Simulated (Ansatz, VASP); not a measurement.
# Pb in VASP and in Ansatz

File INCAR:

```
  ALGO = Normal
  EDIFF = 1E-8
  ENCUT = 520
  GGA = PS
  ISIF = 2
  ISMEAR = -1
  LASPH = True
  LCHARG = False
  LEFG = True
  LREAL = False
  LWAVE = False
  NBANDS = 21
  NELM = 100
  PREC = Accurate
  SIGMA = 0.05
```

File KPOINTS:

```
k-points
0
Gamma
  12 12 7
```

File POSCAR:

```
Pb
1.0
    3.5030477244      0.0000000000      0.0000000000
   -1.7515238622      3.0337283200      0.0000000000
    0.0000000000      0.0000000000      5.6270209464
Pb
2
Direct
    0.3333333333      0.6666666667      0.2500000000
    0.6666666667      0.3333333333      0.7500000000
```

Input for Ansatz:

```yaml
crystal:
  lattice:
    - [3.5030477244, 0.0, 0.0]
    - [-1.7515238622, 3.03372832, 0.0]
    - [0.0, 0.0, 5.6270209464]
  atoms:
    - { symbol: Pb, position: [0.3333333333, 0.6666666667, 0.25] }
    - { symbol: Pb, position: [0.6666666667, 0.3333333333, 0.75] }
kpoints:
  mp_grid: { grid: [12, 12, 7] }
scf:
  occupations: { method: fermi_dirac, width: 0.05 }
hamiltonian:
  xc: pbesol
  pseudopotentials: { kind: paw }
output:
  forces: true
  stress: true
  eigenvalues: true
  efg: { contact_densities: true }
```

Change from the starting cell: volume scaled by 1.02, PAW files.

Alike in both runs: task electric field gradients; functional PBEsol; k mesh 12 × 12 × 7; occupations fermi-dirac, width 0.05 eV; no spin polarisation.

|  | VASP | Ansatz |
| --- | --- | --- |
| version | VASP 6.6.1 | Ansatz 0.2.0 |
| potentials or method | VASP PAW PBE potentials, release 64 (Pb_d) | PAW with Ansatz's default frozen-core files, scalar-relativistic |
| plane-wave cutoff (eV) | 520 | 420 |
| valence electrons in the cell | 28 | 28 |

Ansatz gave:

```
pressure (GPa)                                                : -0.1
traceless stress, the component that is largest in VASP (GPa) : 0.26
size of Vzz on the site where it differs most (V/Å²)          : 11.0
```

Estimate VASP's values.

pressure (GPa): -0.1; traceless stress, the component that is largest in VASP (GPa): 0.28; size of Vzz on the site where it differs most (V/Å²): 12.3.

VASP's potentials were made for PBE, not for PBEsol. The functional is the same, so the differences come from potentials, cutoffs and numerics.

Neither program's run includes spin-orbit coupling.
